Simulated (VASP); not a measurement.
# SrCa3: single point with LDA

SrCa3:

```xyz
4
Lattice="5.4542 0.0000 0.0000 0.0000 5.4542 0.0000 0.0000 0.0000 5.4542" Properties=species:S:1:pos:R:3 pbc="T T T"
Sr    0.0000    0.0000    0.0000
Ca    0.0000    2.7271    2.7271
Ca    2.7271    0.0000    2.7271
Ca    2.7271    2.7271    0.0000
```

| Item | Value |
| --- | --- |
| Program | VASP 6.6.1 |
| Task | single point |
| Functional | LDA |
| Potentials or basis | VASP PAW LDA potentials, release 64 (Sr_sv, Ca_sv) |
| Cutoff | 520 eV |
| k mesh | 8 × 8 × 8 |
| Occupations | fermi-dirac, width 0.05 eV |
| Spin | no spin polarisation |
| Dipole correction | no |
| Further INCAR settings | ALGO = Normal; EDIFF = 1e-06; NBANDS = 28 |

| Property | Result |
| --- | --- |
| Pressure | 0.0 GPa |
| Band gap on the k mesh | zero (band 20 reaches 2.31 eV, above the bottom of band 21 at 1.98 eV) |

Levels at points of the mesh, in eV from the Fermi level:
| k point | band 17 | band 18 | band 19 | band 20 | band 21 | band 22 | band 23 | band 24 |
| --- | --- | --- | --- | --- | --- | --- | --- | --- |
| (0.00, 0.00, 0.00) | -4.12 | -0.77 | -0.77 | -0.49 | 0.34 | 0.34 | 0.34 | 1.24 |
| (0.50, 0.00, 0.00) | -2.69 | -2.66 | -0.07 | 0.19 | 0.55 | 0.55 | 0.81 | 0.81 |
| (0.50, 0.50, 0.00) | -1.66 | -1.41 | -1.41 | -1.40 | 0.81 | 0.81 | 0.85 | 1.15 |
| (0.50, 0.50, 0.50) | -1.24 | -1.24 | -1.24 | -0.86 | -0.14 | 0.16 | 0.16 | 0.16 |

Wall time 100 s on 1 thread of Oxide Virtual Turin-like Processor (shared host), peak memory 0.26 GiB.
